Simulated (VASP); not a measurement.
# MoH2 in VASP: further runs

MoH2 is run at these levels: PBE; tasks: single point, molecular dynamics.

Everything below comes from runs of VASP 6.6.1. Logs are shortened: lines on timing, memory, paths and dates and some standing lists are left out, and cuts for length are marked.

## (1) The cell of the first run

The cell holds a slab with vacuum, 9 atoms: a = 3.041 Å, b = 3.027 Å, c = 15.935 Å, α = 90.00°, β = 90.00°, γ = 120.61°.

## (2) Single point, PBE

File INCAR:

```
PREC = Accurate
ENCUT = 400
EDIFF = 1E-6
ISMEAR = -1
SIGMA = 0.05
LREAL = F
LASPH = T
NELM = 120
ALGO = Normal
ISIF = 2
LWAVE = F
LCHARG = F
GGA = PE
NBANDS = 34
NELECT = 49.0
GGA_COMPAT = F
NELMDL = -8
```

File KPOINTS:

```
regular mesh
0
Gamma
  5 5 1
```

File POSCAR:

```
MoH2
1.0
   -3.0406480000      0.0000000000      0.0000000000
    1.5412370000      2.6051550000      0.0000000000
    0.0000000000      0.0000000000    -15.9345500000
Mo H
3 6
Direct
    0.0518085551      0.9902919404      0.9880910976
    0.3434296084      0.5852419530      0.8222774412
    0.6315045546      0.1929236456      0.6565711614
    0.3903345148      0.7409378713      0.9355101964
    0.7310309787      0.3027048295      0.7759037438
    0.9980716418      0.8522080260      0.6341153657
    0.0417060743      0.8807882832      0.8787264780
    0.3457249361      0.5780089860      0.6908134839
    0.6518290488      0.1593386958      0.5193020826
```

Potentials or basis: VASP PAW PBE potentials, release 64 (Mo_sv, H).

Launch:

```bash
> cat potpaw_PBE.64/Mo_sv/POTCAR potpaw_PBE.64/H/POTCAR > POTCAR
> mpirun -np 1 vasp_std > vasp.out
```

OUTCAR:

```text
PREC = Accurate
   ENCUT = 400
   EDIFF = 1E-6
   ISMEAR = -1
   LREAL = F
   LASPH = T
   NELM = 120
   ISIF = 2
   GGA = PE
   NELECT = 49.0
   NELMDL = -8

 ion  position               nearest neighbor table
   1  0.052  0.990  0.988-   4 1.77   7 1.77   4 1.94   4 2.13   2 3.06   2 3.22   2 3.23
   2  0.343  0.585  0.822-   5 1.77   7 1.81   4 1.85   5 1.92   5 2.01   7 2.05   7 2.05   8 2.09
                             1 3.06   3 3.08   3 3.20   1 3.22   1 3.23   3 3.23
   3  0.632  0.193  0.657-   8 1.69   6 1.70   6 1.76   8 1.86   6 1.90   5 1.93   8 1.95   2 3.08
                             2 3.20   2 3.23
   4  0.390  0.741  0.936-   1 1.77   2 1.85   1 1.94   1 2.13
   5  0.731  0.303  0.776-   2 1.77   2 1.92   3 1.93   2 2.01
   6  0.998  0.852  0.634-   3 1.70   3 1.76   3 1.90
   7  0.042  0.881  0.879-   1 1.77   2 1.81   2 2.05   2 2.05
   8  0.346  0.578  0.691-   3 1.69   3 1.86   3 1.95   2 2.09
   9  0.652  0.159  0.519-

  Warning from LATTYP: Monoclinic adjustment (A1->A3, A2->A1, A3->A2)!
  Warning from LATTYP: Got some problem with cell dimensions!
  Tried to take original basis but could not verify dimensions!
  LATTYP: Found a simple monoclinic cell.
 ALAT       =     3.0058386385
 B/A-ratio  =     5.3011994043
 C/A-ratio  =     1.0070134366
 COS(beta)  =    -0.4919402022

  Lattice vectors:

 A1 = (  -1.4994110000,   2.6051550000,   0.0000000000)
 A2 = (   0.0000000000,   0.0000000000, -15.9345500000)
 A3 = (  -1.5412370000,  -2.6051550000,   0.0000000000)

Analysis of symmetry for initial positions (statically):
=====================================================================
 Subroutine PRICEL returns:
 Original cell was already a primitive cell.

 Routine SETGRP: Setting up the symmetry group for a
 simple monoclinic supercell.

 Subroutine GETGRP returns: Found  1 space group operations
 (whereof  1 operations were pure point group operations)
 out of a pool of  4 trial point group operations.

The static configuration has the point symmetry C_1 .

Analysis of symmetry for dynamics (positions and initial velocities):
=====================================================================
 Subroutine PRICEL returns:
 Original cell was already a primitive cell.

 Routine SETGRP: Setting up the symmetry group for a
 simple monoclinic supercell.

 Subroutine GETGRP returns: Found  1 space group operations
 (whereof  1 operations were pure point group operations)
 out of a pool of  4 trial point group operations.

The dynamic configuration has the point symmetry C_1 .

 Subroutine INISYM returns: Found  1 space group operations
 (whereof  1 operations are pure point group operations),
 and found     1 'primitive' translations

----------------------------------------------------------------------------------------

                                     Primitive cell

  volume of cell :     126.2233

  direct lattice vectors                    reciprocal lattice vectors
    -3.040648000  0.000000000  0.000000000    -0.328877266  0.194567237  0.000000000
     1.541237000  2.605155000  0.000000000     0.000000000  0.383854320  0.000000000
     0.000000000  0.000000000-15.934550000     0.000000000  0.000000000 -0.062756714

  length of vectors
     3.040648000  3.026919897 15.934550000     0.382121271  0.383854320  0.062756714

  position of ions in fractional coordinates (direct lattice)
     0.051808555  0.990291940  0.988091098
     0.343429608  0.585241953  0.822277441
     0.631504555  0.192923646  0.656571161
     0.390334515  0.740937871  0.935510196
     0.731030979  0.302704830  0.775903744
     0.998071642  0.852208026  0.634115366
     0.041706074  0.880788283  0.878726478
     0.345724936  0.578008986  0.690813484
     0.651829049  0.159338696  0.519302083

  ion indices of the primitive-cell ions
   primitive index   ion index
                 1           1
                 2           2
                 3           3
                 4           4
                 5           5
                 6           6
                 7           7
                 8           8
                 9           9

----------------------------------------------------------------------------------------

 KPOINTS: regular mesh

Automatic generation of k-mesh.
 Grid dimensions read from file:
 generate k-points for:    5    5    1

 Generating k-lattice:

  Cartesian coordinates                     Fractional coordinates (reciprocal lattice)
    -0.065775453  0.038913447  0.000000000     0.200000000  0.000000000  0.000000000
     0.000000000  0.076770864  0.000000000     0.000000000  0.200000000  0.000000000
     0.000000000  0.000000000 -0.062756714     0.000000000  0.000000000  1.000000000

  Length of vectors
     0.076424254  0.076770864  0.062756714

  Shift w.r.t. Gamma in fractional coordinates (k-lattice)
     0.000000000  0.000000000  0.000000000

 Subroutine IBZKPT returns following result:
[... 79 lines left out ...]
  ---------------------------------------------------
  free energy    TOTEN  =       -45.38597520 eV

  energy without entropy =      -45.35181314  energy(sigma->0) =      -45.36889417

 E-fermi :   3.6555     XC(G=0):  -8.3488

 val. band max:        3.6516452712   @ k =   0.0000   0.4000   0.0000
 cond. band min:       3.6567741326   @ k =   0.4000  -0.0000   0.0000
 fundamental gap:      0.0051288615
 Fermi energy:         3.6554799994

 k-point     1 :       0.0000    0.0000    0.0000
  band No.  band energies     occupation
      1     -57.7401      2.00000
      2     -57.6716      2.00000
      3     -57.4498      2.00000
      4     -32.1246      2.00000
      5     -31.7397      2.00000
      6     -31.6241      2.00000
[... 26 lines left out ...]
     33       5.2614      0.00000
     34       6.3639      0.00000

 k-point     2 :       0.2000    0.0000    0.0000
  band No.  band energies     occupation
      1     -57.7132      2.00000
      2     -57.6449      2.00000
      3     -57.4266      2.00000
      4     -32.0738      2.00000
      5     -31.8404      2.00000
      6     -31.8099      2.00000
[... 26 lines left out ...]
     33       7.0212      0.00000
     34       7.9303      0.00000

 k-point     3 :       0.4000   -0.0000    0.0000
  band No.  band energies     occupation
      1     -57.6692      2.00000
      2     -57.6013      2.00000
      3     -57.3889      2.00000
      4     -32.2282      2.00000
      5     -32.1424      2.00000
      6     -31.9619      2.00000
[... 26 lines left out ...]
     33       8.4553      0.00000
     34       9.3166      0.00000

 k-point     4 :       0.0000    0.2000    0.0000
  band No.  band energies     occupation
      1     -57.7126      2.00000
      2     -57.6440      2.00000
      3     -57.4265      2.00000
      4     -32.0773      2.00000
      5     -31.8463      2.00000
      6     -31.7744      2.00000
[... 26 lines left out ...]
     33       7.1601      0.00000
     34       7.9603      0.00000

 k-point     5 :       0.2000    0.2000    0.0000
  band No.  band energies     occupation
      1     -57.6767      2.00000
      2     -57.6079      2.00000
      3     -57.3957      2.00000
      4     -32.1488      2.00000
      5     -32.0016      2.00000
      6     -31.9569      2.00000
[... 214 lines left out ...]
 k-point    11 :       0.4000    0.4000    0.0000
  band No.  band energies     occupation
      1     -57.6573      2.00000
      2     -57.5908      2.00000
      3     -57.3789      2.00000
      4     -32.1627      2.00000
      5     -32.1215      2.00000
      6     -31.9492      2.00000
[... 26 lines left out ...]
     33       9.0909      0.00000
     34       9.3286      0.00000

 k-point    12 :      -0.4000    0.4000    0.0000
  band No.  band energies     occupation
      1     -57.6716      2.00000
      2     -57.6057      2.00000
      3     -57.3910      2.00000
      4     -32.1830      2.00000
      5     -32.1432      2.00000
      6     -31.9447      2.00000
[... 26 lines left out ...]
     33       8.4631      0.00000
     34       9.3786      0.00000

 k-point    13 :      -0.2000    0.4000    0.0000
  band No.  band energies     occupation
      1     -57.6782      2.00000
      2     -57.6106      2.00000
      3     -57.3971      2.00000
      4     -32.1034      2.00000
      5     -32.0067      2.00000
      6     -31.9312      2.00000
[... 26 lines left out ...]
     33       8.4193      0.00000
     34       9.1179      0.00000

------------------------ aborting loop because EDIFF is reached ----------------------------------------

  FORCE on cell =-STRESS in cart. coord.  units (eV):
  Direction    XX          YY          ZZ          XY          YZ          ZX
  --------------------------------------------------------------------------------------
  -------------------------------------------------------------------------------------
  Total        9.1120908      8.9400932     -0.9788631     -0.3213630      1.7044248     -0.1498045
  in kB      115.6615750    113.4783757    -12.4249031     -4.0791247     21.6346016     -1.9014988
  external PRESSURE =      72.2383492 kB  Pullay stress =       0.0000000 kB

 VOLUME and BASIS-vectors are now :
 -----------------------------------------------------------------------------
  energy-cutoff  :      400.00
  volume of cell :      126.22
      direct lattice vectors                 reciprocal lattice vectors
    -3.040648000  0.000000000  0.000000000    -0.328877266  0.194567237  0.000000000
     1.541237000  2.605155000  0.000000000     0.000000000  0.383854320  0.000000000
     0.000000000  0.000000000-15.934550000     0.000000000  0.000000000 -0.062756714

 POSITION                                       TOTAL-FORCE (eV/Angst)
 -----------------------------------------------------------------------------------
      1.36874      2.57986    -15.74479         0.687699      0.192290      0.372449
     -0.14225      1.52465    -13.10262        -0.945818      0.238026      0.057039
     -1.62284      0.50260    -10.46217        -1.378213      1.206926      0.930010
     -0.04491      1.93026    -14.90693        -0.936360     -0.655812     -0.598929
     -1.75627      0.78859    -12.36368         0.593653     -0.617596      0.129394
     -1.72133      2.22013    -10.10434         0.995857      0.397490      1.173666
      1.23069      2.29459    -14.00211         0.811453      0.493518      0.639034
     -0.16038      1.50580    -11.00780        -0.035949     -1.319959     -0.760121
     -1.73640      0.41510     -8.27485         0.207677      0.065118     -1.942542
 -----------------------------------------------------------------------------------
    total drift:                                0.000388     -0.000015     -0.000203

  FREE ENERGIE OF THE ION-ELECTRON SYSTEM (eV)
  ---------------------------------------------------
  free  energy   TOTEN  =       -45.3859752037 eV

  energy  without entropy=      -45.3518131400  energy(sigma->0) =      -45.36889417
```

Run time: 48 s. Hardware: 1 thread of Intel Xeon Platinum 8559C (Emerald Rapids), shared host; peak memory 0.2 GiB.

Results:

```
Free energy   : -45.3860 eV
Largest force : 2.055 eV/Å
```

Forces on the atoms (eV/Å):
```
Mo   0.688  0.192  0.372
Mo  -0.946  0.238  0.057
Mo  -1.378  1.207  0.930
H   -0.936 -0.656 -0.599
H    0.594 -0.618  0.129
H    0.996  0.397  1.174
H    0.811  0.494  0.639
H   -0.036 -1.320 -0.760
H    0.208  0.065 -1.943
```

Caveat: the k points lie up to 0.48 Å⁻¹ apart, too coarse for converged energies and pressures of a metal; the cell carries a net charge on a neutralising background, which shifts energy and pressure; the cell is charged against a uniform background, so pressure and absolute levels hang on convention; there is no dipole correction, which matters where the two faces differ.

## (3) Single point, PBE

File INCAR:

```
SYSTEM = MoH2
ALGO = Normal
EDIFF = 1E-6
ENCUT = 400
GGA = PE
GGA_COMPAT = .FALSE.
ISIF = 2
ISMEAR = -1
LASPH = .TRUE.
LCHARG = .FALSE.
LREAL = .FALSE.
LWAVE = .FALSE.
NBANDS = 34
NELECT = 49.0
NELM = 120
NELMDL = -8
PREC = Accurate
SIGMA = 0.05
```

File KPOINTS:

```
k-points
0
G
  5 5 1
  0 0 0
```

File POSCAR:

```
MoH2
1.0
   -3.0406480000      0.0000000000      0.0000000000
    1.5412370000      2.6051550000      0.0000000000
    0.0000000000      0.0000000000    -15.9345500000
Mo H
3 6
Direct
    0.0519654312      0.9917375358      0.9884399622
    0.3464128335      0.5889142872      0.8219290159
    0.6283097879      0.1885569189      0.6567417969
    0.3947307472      0.7698363437      0.9335655541
    0.7309332330      0.2944055152      0.7717055706
    0.9855167748      0.8368223772      0.6271839493
    0.0590946669      0.8798919834      0.8826388571
    0.3258726734      0.5360590829      0.6857677813
    0.6677917109      0.1254424401      0.5172240195
```

Potentials or basis: VASP PAW PBE potentials, release 64 (Mo_sv, H).

Launch:

```bash
> cat potpaw_PBE.64/Mo_sv/POTCAR potpaw_PBE.64/H/POTCAR > POTCAR
> mpirun -np 1 vasp_std > vasp.out
```

Run time: 46 s. Hardware: 1 thread of Intel Xeon Platinum 8559C (Emerald Rapids), shared host; peak memory 0.2 GiB.

Results (log left out):

```yaml
Free_energy: -45.2262 eV
Largest_force: 1.873 eV/Å
```

Forces on the atoms (eV/Å):
```
Mo   0.946  0.283 -0.072
Mo  -0.943  0.068  0.248
Mo  -1.497  0.123  0.998
H   -1.315 -0.696 -0.596
H    0.519 -0.444 -0.287
H    0.676  0.499  1.098
H    1.027  0.442  1.127
H    0.242 -0.457 -0.685
H    0.344  0.182 -1.833
```

Levels at points of the mesh, in eV from the Fermi level:
```csv
k point,band 21,band 22,band 23,band 24,band 25,band 26,band 27,band 28
"(0.00, 0.00, 0.00)",-1.81,-1.59,-1.57,-0.98,-0.80,-0.16,0.24,0.47
```

Caveat: the k points lie up to 0.48 Å⁻¹ apart, too coarse for converged energies and pressures of a metal; the cell carries a net charge on a neutralising background, which shifts energy and pressure; the cell is charged against a uniform background, so pressure and absolute levels hang on convention; there is no dipole correction, which matters where the two faces differ.

## (4) Molecular dynamics, PBE

File INCAR:

```
SYSTEM = MoH2
ALGO = Normal ; ANDERSEN_PROB = 0.0
EDIFF = 1E-5 ; ENCUT = 350
GGA = PE ; GGA_COMPAT = .False.
IBRION = 0 ; ISIF = 2
ISMEAR = -1 ; ISYM = 0
LASPH = .True. ; LCHARG = .False.
LREAL = .False. ; LWAVE = .False.
MAXMIX = 40 ; MDALGO = 1
NBANDS = 34 ; NELECT = 49.0
NELM = 120 ; NELMDL = -8
NELMIN = 4 ; NSW = 30
POTIM = 0.25 ; PREC = Normal
RANDOM_SEED = 418679 0 0 ; SIGMA = 0.05
TEBEG = 2000.0 ; TEEND = 2000.0
```

File KPOINTS:

```
k-points
0
Gamma
  5 5 1
  0 0 0
```

File POSCAR:

```
MoH2
1.0
   -3.0406480000      0.0000000000      0.0000000000
    1.5412370000      2.6051550000      0.0000000000
    0.0000000000      0.0000000000    -15.9345500000
Mo H
3 6
Direct
    0.0512250000      0.9874730000      0.9873270000
    0.3380240000      0.5780930000      0.8229780000
    0.6390760000      0.2025580000      0.6561390000
    0.4005650000      0.6437710000      0.9455320000
    0.6814790000      0.2779040000      0.7825070000
    0.9814420000      0.8999320000      0.6350940000
    0.9874940000      0.9139730000      0.8661740000
    0.3449830000      0.5815650000      0.7077080000
    0.6121370000      0.2285790000      0.5445400000
```

Launch:

```bash
> cat potpaw_PBE.64/Mo_sv/POTCAR potpaw_PBE.64/H/POTCAR > POTCAR
> mpirun -np 1 vasp_std > vasp.out
```

Wall time 2.7 min (1 thread of Intel Xeon Platinum 8559C (Emerald Rapids), shared host); peak memory 0.19 GiB.

The path:
```
step  potential energy change (eV)  largest force (eV/Å)  pressure (GPa)  volume (Å³)  temperature (K)
   1                        0.0000                1.8246            8.03       126.22             1991
   2                        0.0253                1.8564            8.09       126.22             1966
   3                        0.0632                1.9270            8.16       126.22             1930
   4                        0.1125                2.0257            8.29       126.22             1882
   5                        0.1718                2.1442            8.42       126.22             1825
   6                        0.2393                2.2731            8.58       126.22             1760
   7                        0.3131                2.4058            8.76       126.22             1688
   8                        0.3914                2.5355            8.95       126.22             1613
   9                        0.4720                2.6571            9.14       126.22             1535
  10                        0.5530                2.7656            9.34       126.22             1457
  11                        0.6323                2.8569            9.53       126.22             1380
  12                        0.7081                2.9277            9.71       126.22             1307
  13                        0.7787                2.9756            9.88       126.22             1239
  14                        0.8429                2.9990           10.03       126.22             1177
  15                        0.8995                2.9972           10.16       126.22             1122
  16                        0.9476                2.9703           10.27       126.22             1076
  17                        0.9869                2.9194           10.36       126.22             1038
  18                        1.0172                2.8465           10.42       126.22             1008
  19                        1.0386                2.7544           10.45       126.22              988
  20                        1.0515                2.6462           10.46       126.22              975
  21                        1.0566                2.5262           10.45       126.22              970
  22                        1.0546                2.3987           10.41       126.22              972
  23                        1.0465                2.2688           10.36       126.22              980
  24                        1.0333                2.1420           10.28       126.22              993
  25                        1.0158                2.0781           10.19       126.22             1009
  26                        0.9951                2.0901           10.09       126.22             1029
  27                        0.9721                2.0946            9.97       126.22             1052
  28                        0.9475                2.0905            9.85       126.22             1075
  29                        0.9222                2.0773            9.71       126.22             1100
  30                        0.8967                2.0546            9.57       126.22             1124
```

Caveat: the k points lie up to 0.48 Å⁻¹ apart; the cell carries a net charge on a neutralising background, which shifts energy and pressure; the cell is charged against a uniform background, so pressure and absolute levels hang on convention; there is no dipole correction, which matters where the two faces differ.
